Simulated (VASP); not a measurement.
Here is a VASP 6.6.1 calculation.

Contents of INCAR:

```
SYSTEM = FeO
ALGO = Normal
EDIFF = 1E-8
ENCUT = 520
GGA = PE
ISIF = 2
ISMEAR = -1
ISPIN = 2
LASPH = .TRUE.
LCHARG = .FALSE.
LEFG = .TRUE.
LMAXMIX = 4
LORBIT = 11
LREAL = .FALSE.
LWAVE = .FALSE.
MAGMOM = 3 0
NBANDS = 18
NELM = 150
PREC = Accurate
SIGMA = 0.03
```

Contents of KPOINTS:

```
k-points
0
G
  16 16 16
  0 0 0
```

The input POSCAR:

```
FeO
1.0
    1.5425658212      0.8906007921      2.5570432028
   -1.5425658212      0.8906007921      2.5570432028
    0.0000000000     -1.7812015843      2.5570432028
Fe O
1 1
Direct
    0.0000000000      0.0000000000      0.0000000000
    0.5000000000      0.5000000000      0.5000000000
```

Potentials or basis: VASP PAW PBE potentials, release 64 (Fe, O).

Command:

```sh
$ cat potpaw_PBE.64/Fe/POTCAR potpaw_PBE.64/O/POTCAR > POTCAR
$ mpirun -np 1 vasp_std > vasp.out
```

Task: Estimate the site moments.

Result: Fe +3.63; O +0.29 μB.

Task: Predict the pressure.

Result: -8.7 GPa.

Electric field gradients, principal values (V/Å²):
| atom | least | middle | greatest (by size) |
| --- | --- | --- | --- |
| 1 Fe | -0.807 | -0.807 | 1.615 |
| 2 O | -1.494 | -1.494 | 2.988 |

Caveat: the cell stands under tension; without QUAD_EFG the Cq values of the log hold for a quadrupole moment of 1 mb, not for the nuclei; a cell with one magnetic atom can't hold antiferromagnetic order, which such compounds often take.
